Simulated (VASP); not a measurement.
# Ti3Al (Fm-3m) in VASP: notebook

Ti3Al is run at these levels: PBEsol; tasks: single point.

Everything below comes from runs of VASP 6.6.1. Logs are shortened: lines on timing, memory, paths and dates and some standing lists are left out, and cuts for length are marked.

**1. The cell of the first run**

The structure is cubic, space group Fm-3m (No. 225). Conventional cell: a = 6.383 Å, b = 6.383 Å, c = 6.383 Å, α = 90.00°, β = 90.00°, γ = 90.00°. Ti (site symmetry -43m) has 10 Ti at 2.76 to 3.19 Å and 4 Al at 2.76 Å within 3.6 Å. Ti (site symmetry m-3m) has 8 Ti at 2.76 Å and 6 Al at 3.19 Å within 3.6 Å. Al (site symmetry m-3m) has 14 Ti at 2.76 to 3.19 Å within 3.6 Å.

**2. Single point, PBEsol, collinear spin**

INCAR reads:

```
PREC = Accurate
ENCUT = 520
EDIFF = 1E-6
ISMEAR = 0
SIGMA = 0.1
LREAL = False
LASPH = True
NELM = 150
ALGO = Normal
ISIF = 2
LWAVE = False
LCHARG = False
ISPIN = 2
MAGMOM = 0.22 0.22 0.96 0
LORBIT = 11
LMAXMIX = 4
GGA = PS
NBANDS = 32
```

KPOINTS reads:

```
regular mesh
0
Gamma
  12 12 12
```

POSCAR reads:

```
Ti3Al
1.0
    0.0000000000      3.1915212958      3.1915212958
    3.1915212958      0.0000000000      3.1915212958
    3.1915212958      3.1915212958      0.0000000000
Ti Al
3 1
Direct
    0.7500000000      0.7500000000      0.7500000000
    0.2500000000      0.2500000000      0.2500000000
    0.0000000000      0.0000000000      0.0000000000
    0.5000000000      0.5000000000      0.5000000000
```

Potentials or basis: VASP PAW PBE potentials, release 64 (Ti_sv, Al).

Started as:

```
$ cat potpaw_PBE.64/Ti_sv/POTCAR potpaw_PBE.64/Al/POTCAR > POTCAR
$ mpirun -np 1 vasp_std > vasp.out
```

OUTCAR:

```text
PREC = Accurate
   ENCUT = 520
   EDIFF = 1E-6
   ISMEAR = 0
   LREAL = False
   LASPH = True
   NELM = 150
   ISIF = 2
   ISPIN = 2
   LORBIT = 11
   GGA = PS

 ion  position               nearest neighbor table
   1  0.750  0.750  0.750-   4 2.76   4 2.76   4 2.76   3 2.76   4 2.76   3 2.76   3 2.76   3 2.76

   2  0.250  0.250  0.250-   3 2.76   3 2.76   3 2.76   3 2.76   4 2.76   4 2.76   4 2.76   4 2.76

   3  0.000  0.000  0.000-   1 2.76   1 2.76   1 2.76   1 2.76   2 2.76   2 2.76   2 2.76   2 2.76

   4  0.500  0.500  0.500-   2 2.76   2 2.76   2 2.76   1 2.76   2 2.76   1 2.76   1 2.76   1 2.76

  LATTYP: Found a face centered cubic cell.
 ALAT       =     6.3830425916

  Lattice vectors:

 A1 = (   0.0000000000,   3.1915212958,   3.1915212958)
 A2 = (   3.1915212958,   0.0000000000,   3.1915212958)
 A3 = (   3.1915212958,   3.1915212958,   0.0000000000)

Analysis of symmetry for initial positions (statically):
=====================================================================
 Subroutine PRICEL returns:
 Original cell was already a primitive cell.

 Routine SETGRP: Setting up the symmetry group for a
 face centered cubic supercell.

 Subroutine GETGRP returns: Found 48 space group operations
 (whereof 48 operations were pure point group operations)
 out of a pool of 48 trial point group operations.

The static configuration has the point symmetry O_h .

Analysis of symmetry for dynamics (positions and initial velocities):
=====================================================================
 Subroutine PRICEL returns:
 Original cell was already a primitive cell.

 Routine SETGRP: Setting up the symmetry group for a
 face centered cubic supercell.

 Subroutine GETGRP returns: Found 48 space group operations
 (whereof 48 operations were pure point group operations)
 out of a pool of 48 trial point group operations.

The dynamic configuration has the point symmetry O_h .

Analysis of structural, dynamic, and magnetic symmetry:
=====================================================================
 Subroutine PRICEL returns:
 Original cell was already a primitive cell.

 Routine SETGRP: Setting up the symmetry group for a
 face centered cubic supercell.

 Subroutine GETGRP returns: Found 48 space group operations
 (whereof 48 operations were pure point group operations)
 out of a pool of 48 trial point group operations.

The overall configuration has the point symmetry O_h .

 Subroutine INISYM returns: Found 48 space group operations
 (whereof 48 operations are pure point group operations),
 and found     1 'primitive' translations

----------------------------------------------------------------------------------------

                                     Primitive cell

  volume of cell :      65.0164

  direct lattice vectors                    reciprocal lattice vectors
     0.000000000  3.191521296  3.191521296    -0.156665099  0.156665099  0.156665099
     3.191521296  0.000000000  3.191521296     0.156665099 -0.156665099  0.156665099
     3.191521296  3.191521296  0.000000000     0.156665099  0.156665099 -0.156665099

  length of vectors
     4.513492701  4.513492701  4.513492701     0.271351911  0.271351911  0.271351911

  position of ions in fractional coordinates (direct lattice)
     0.750000000  0.750000000  0.750000000
     0.250000000  0.250000000  0.250000000
     0.000000000  0.000000000  0.000000000
     0.500000000  0.500000000  0.500000000

  ion indices of the primitive-cell ions
   primitive index   ion index
                 1           1
                 2           2
                 3           3
                 4           4

----------------------------------------------------------------------------------------

 KPOINTS: regular mesh

Automatic generation of k-mesh.
 Grid dimensions read from file:
 generate k-points for:   12   12   12

 Generating k-lattice:

  Cartesian coordinates                     Fractional coordinates (reciprocal lattice)
    -0.013055425  0.013055425  0.013055425     0.083333333  0.000000000  0.000000000
     0.013055425 -0.013055425  0.013055425     0.000000000  0.083333333  0.000000000
     0.013055425  0.013055425 -0.013055425     0.000000000  0.000000000  0.083333333

  Length of vectors
     0.022612659  0.022612659  0.022612659

  Shift w.r.t. Gamma in fractional coordinates (k-lattice)
     0.000000000  0.000000000  0.000000000

 Subroutine IBZKPT returns following result:
 ===========================================

 Found     72 irreducible k-points:

 Following reciprocal coordinates:
            Coordinates               Weight
  0.000000  0.000000  0.000000      1.000000
  0.083333  0.000000  0.000000      8.000000
  0.166667  0.000000  0.000000      8.000000
  0.250000  0.000000  0.000000      8.000000
  0.333333  0.000000  0.000000      8.000000
  0.416667  0.000000  0.000000      8.000000
[... 16 lines left out ...]
  0.500000  0.166667  0.000000     24.000000
 -0.416667  0.166667  0.000000     24.000000
 [... further k-points ...]
   k-points           NKPTS =     72   k-points in BZ     NKDIM =     72   number of bands    NBANDS=     32
   number of dos      NEDOS =    301   number of ions     NIONS =      4
   total plane-waves  NPLWV =  46656
   dimension x,y,z NGX =    36 NGY =   36 NGZ =   36
   dimension x,y,z NGXF=    72 NGYF=   72 NGZF=   72
   ions per type =               3   1
   NGX,Y,Z   is equivalent  to a cutoff of  13.26, 13.26, 13.26 a.u.
   NGXF,Y,Z  is equivalent  to a cutoff of  26.52, 26.52, 26.52 a.u.
 SYSTEM =  unknown system
   PREC   = accura    normal or accurate (medium, high low for compatibility)
   ISTART =      0    job   : 0-new  1-cont  2-samecut
   ICHARG =      2    charge: 1-file 2-atom 10-const
   ISPIN  =      2    spin polarized calculation?
   LNONCOLLINEAR =      F non collinear calculations
   LSORBIT =      F    spin-orbit coupling
   LASPH  =      T    aspherical Exc in radial PAW
   ENCUT  =  520.0 eV  38.22 Ry    6.18 a.u.   8.39  8.39  8.39*2*pi/ulx,y,z
   NELM   =    150;   NELMIN=  2; NELMDL= -5     # of ELM steps
   EDIFF  = 0.1E-05   stopping-criterion for ELM
   LREAL  =      F    real-space projection
   EDIFFG = 0.1E-04   stopping-criterion for IOM
   NSW    =      0    number of steps for IOM
   IBRION =     -1    ionic relax: 0-MD 1-quasi-New 2-CG
   NFREE  =      0    steps in history (QN), initial steepest desc. (CG)
   ISIF   =      2    stress and relaxation
   ISYM   =      2    0-nonsym 1-usesym 2-fastsym
   POTIM  = 0.5000    time-step for ionic-motion
   TEBEG  =    0.0;   TEEND  =   0.0 temperature during run
   PSTRESS=    0.0 pullay stress
   NELECT =      39.0000    total number of electrons
   NUPDOWN=      -1.0000    fix difference up-down
   EMIN   =  10.00;   EMAX   =-10.00  energy-range for DOS
   EFERMI =   0.00;   METHOD = LEGACY
   ISMEAR =     0;   SIGMA  =   0.10  broadening in eV -4-tet -1-fermi 0-gaus
   EFERMI_NEDOS =   21; number of points for ismear=-14 and -15
   IALGO  =     38    algorithm
   IMIX   =      4    mixing-type and parameters
     AMIX     =   0.40;   BMIX     =  1.00
     AMIX_MAG =   1.60;   BMIX_MAG =  1.00
  volume/ion in A,a.u.               =      16.25       109.69
  Fermi-wavevector in a.u.,A,eV,Ry     =   1.380666  2.609080 25.935950  1.906239
  Thomas-Fermi vector in A             =   2.505522
   LORBIT       =     11    0 simple, 1 ext, 2 COOP (PROOUT), +10 PAW based schemes
   GGA     = PS    functional components
   LHFCALC =     F    Hartree Fock is set to
   AEXX    =    0.0000 exact exchange contribution
   IVDW    =     0    specifies the selected vdW correction
   LEPSILON=     F    determine dielectric tensor
   LRPA    =     F    only Hartree local field effects (RPA)
 spin polarized calculation
 Gauss-broadening in eV      SIGMA  =   0.10
  energy-cutoff  :      520.00
  volume of cell :       65.02
 maximum number of plane-waves:      1807
 NGX is ok and might be reduce to    36
   NGX = 17   NGY = 17   NGZ = 17

 number of electron      39.0000011 magnetization       1.6568516

 Free energy of the ion-electron system (eV)
  ---------------------------------------------------
  ext. energy  EPLUGINS =         0.00000000
  ---------------------------------------------------
  free energy    TOTEN  =       -29.74539529 eV

  energy without entropy =      -29.71872991  energy(sigma->0) =      -29.73206260

 E-fermi :   8.3439     XC(G=0): -11.5378

 val. band max:        8.3352131670   @ k =  -0.4167   0.5000   0.0833
 cond. band min:       8.3489589772   @ k =  -0.1667   0.0833   0.0000
 fundamental gap:      0.0137458101
 Fermi energy:         8.3439058015

 spin component 1

 k-point     1 :       0.0000    0.0000    0.0000
  band No.  band energies     occupation
      1     -48.0832      1.00000
      2     -47.9604      1.00000
      3     -47.8656      1.00000
      4     -24.5269      1.00000
      5     -24.5269      1.00000
      6     -24.5269      1.00000
[... 805 lines left out ...]
     30      12.8591      0.00000
     31      13.1013      0.00000

 [... further k-points ...]

 spin component 2

 k-point     1 :       0.0000    0.0000    0.0000
  band No.  band energies     occupation
      1     -47.8547      1.00000
      2     -47.7976      1.00000
      3     -47.1668      1.00000
      4     -24.2568      1.00000
      5     -24.2568      1.00000
      6     -24.2568      1.00000
[... 805 lines left out ...]
     30      13.1513      0.00000
     31      13.3528      0.00000

 [... further k-points ...]

 [bands above 31 left out]

------------------------ aborting loop because EDIFF is reached ----------------------------------------

  FORCE on cell =-STRESS in cart. coord.  units (eV):
  Direction    XX          YY          ZZ          XY          YZ          ZX
  --------------------------------------------------------------------------------------
  -------------------------------------------------------------------------------------
  Total       -0.0405523     -0.0405523     -0.0405523      0.0000000      0.0000000     -0.0000000
  in kB       -0.9993156     -0.9993156     -0.9993156      0.0000000      0.0000000     -0.0000000
  external PRESSURE =      -0.9993156 kB  Pullay stress =       0.0000000 kB

 VOLUME and BASIS-vectors are now :
 -----------------------------------------------------------------------------
  energy-cutoff  :      520.00
  volume of cell :       65.02
      direct lattice vectors                 reciprocal lattice vectors
     0.000000000  3.191521296  3.191521296    -0.156665099  0.156665099  0.156665099
     3.191521296  0.000000000  3.191521296     0.156665099 -0.156665099  0.156665099
     3.191521296  3.191521296  0.000000000     0.156665099  0.156665099 -0.156665099

 POSITION                                       TOTAL-FORCE (eV/Angst)
 -----------------------------------------------------------------------------------
      4.78728      4.78728      4.78728        -0.000000     -0.000000     -0.000000
      1.59576      1.59576      1.59576         0.000000      0.000000      0.000000
      0.00000      0.00000      0.00000         0.000000     -0.000000      0.000000
      3.19152      3.19152      3.19152         0.000000     -0.000000      0.000000
 -----------------------------------------------------------------------------------
    total drift:                                0.000000      0.000000      0.000000

  FREE ENERGIE OF THE ION-ELECTRON SYSTEM (eV)
  ---------------------------------------------------
  free  energy   TOTEN  =       -29.7453952905 eV

  energy  without entropy=      -29.7187299115  energy(sigma->0) =      -29.73206260

 total charge

# of ion       s       p       d       tot
------------------------------------------
    1        2.220   6.136   1.932  10.288
    2        2.220   6.136   1.932  10.288
    3        2.259   6.101   2.002  10.362
    4        0.409   0.429   0.000   0.838
--------------------------------------------------
tot          7.109  18.801   5.867  31.776

 magnetization (x)

# of ion       s       p       d       tot
------------------------------------------
    1        0.002   0.030   0.164   0.196
    2        0.002   0.030   0.164   0.196
    3        0.011   0.025   0.837   0.873
    4       -0.005  -0.010   0.000  -0.015
--------------------------------------------------
tot          0.010   0.075   1.165   1.250
```

It took 4.2 min on 1 thread of Oxide Virtual Turin-like, shared host; peak memory 0.35 GiB.

What came out:

- Free energy: -29.7454 eV
- Pressure: -0.1 GPa
- Net moment: 1.66 μB per cell
- Site moments: Ti +0.20, +0.87 (each value once); Al -0.01 μB
- Valence electrons inside the program's atomic spheres: Ti 10.29, 10.36 (each value once); Al 0.84

Caveat: the PAW data sets were made with another functional, which shifts forces and pressure a little.

**3. Single point, PBEsol, collinear spin (16.74 Å³/atom)**

This run uses another cell than the first one, of 16.74 Å³/atom.

INCAR reads:

```
PREC = Accurate ; ENCUT = 520
EDIFF = 1E-6 ; ISMEAR = 0
SIGMA = 0.1 ; LREAL = False
LASPH = True ; NELM = 150
ALGO = Fast ; ISIF = 2
LWAVE = False ; LCHARG = True
ISPIN = 2 ; MAGMOM = 0.22 0.22 0.96 0
LORBIT = 11 ; LMAXMIX = 4
GGA = PS ; LELF = True
LVHAR = True ; NBANDS = 32
```

KPOINTS reads:

```
Automatic mesh
0
Gamma
  12 12 12
```

POSCAR reads:

```
Ti3Al
1.0
    0.0000000000      3.2231225717      3.2231225717
    3.2231225717      0.0000000000      3.2231225717
    3.2231225717      3.2231225717      0.0000000000
Ti Al
3 1
Direct
    0.7500000000      0.7500000000      0.7500000000
    0.2500000000      0.2500000000      0.2500000000
    0.0000000000      0.0000000000      0.0000000000
    0.5000000000      0.5000000000      0.5000000000
```

Potentials or basis: VASP PAW PBE potentials, release 64 (Ti_sv, Al).

Started as:

```
$ cat potpaw_PBE.64/Ti_sv/POTCAR potpaw_PBE.64/Al/POTCAR > POTCAR
$ mpirun -np 1 vasp_std > vasp.out
```

It took 14 min on 1 thread of Oxide Virtual Turin-like, shared host; peak memory 0.36 GiB.

The run converged. Its results:

```
Free energy                                           : -29.7249 eV
Pressure                                              : -3.3 GPa
Net moment                                            : 1.80 μB per cell
Site moments                                          : Ti +0.22, +0.92 (each value once); Al -0.02 μB
Valence electrons inside the program's atomic spheres : Ti 10.25, 10.33 (each value once); Al 0.82
```

Levels at points of the mesh, in eV from the Fermi level:
Spin up:
```
           k point  band 17  band 18  band 19  band 20  band 21  band 22  band 23  band 24  band 25  band 26
(0.00, 0.00, 0.00)    -1.75    -1.75    -0.32    -0.32    -0.32     2.15     2.15     2.15     2.80     2.80
(0.50, 0.00, 0.00)    -0.66    -0.58    -0.58    -0.18    -0.18     0.64     0.90     0.90     2.58     2.58
(0.50, 0.50, 0.00)    -0.66    -0.66    -0.38    -0.38    -0.17     0.97     1.02     1.02     2.15     2.42
```
Spin down:
| k point | band 15 | band 16 | band 17 | band 18 | band 19 | band 20 | band 21 | band 22 | band 23 | band 24 |
| --- | --- | --- | --- | --- | --- | --- | --- | --- | --- | --- |
| (0.00, 0.00, 0.00) | -1.58 | -1.58 | -1.51 | -1.51 | 0.49 | 0.49 | 0.49 | 2.38 | 2.38 | 2.38 |
| (0.50, 0.00, 0.00) | -1.75 | -1.75 | -0.02 | 0.04 | 0.04 | 0.09 | 0.09 | 0.94 | 1.13 | 1.13 |
| (0.50, 0.50, 0.00) | -1.72 | -1.70 | -0.53 | -0.53 | -0.04 | 0.27 | 0.27 | 1.41 | 1.41 | 1.45 |

Caveat: the cell stands under tension; the PAW data sets were made with another functional, which shifts forces and pressure a little.
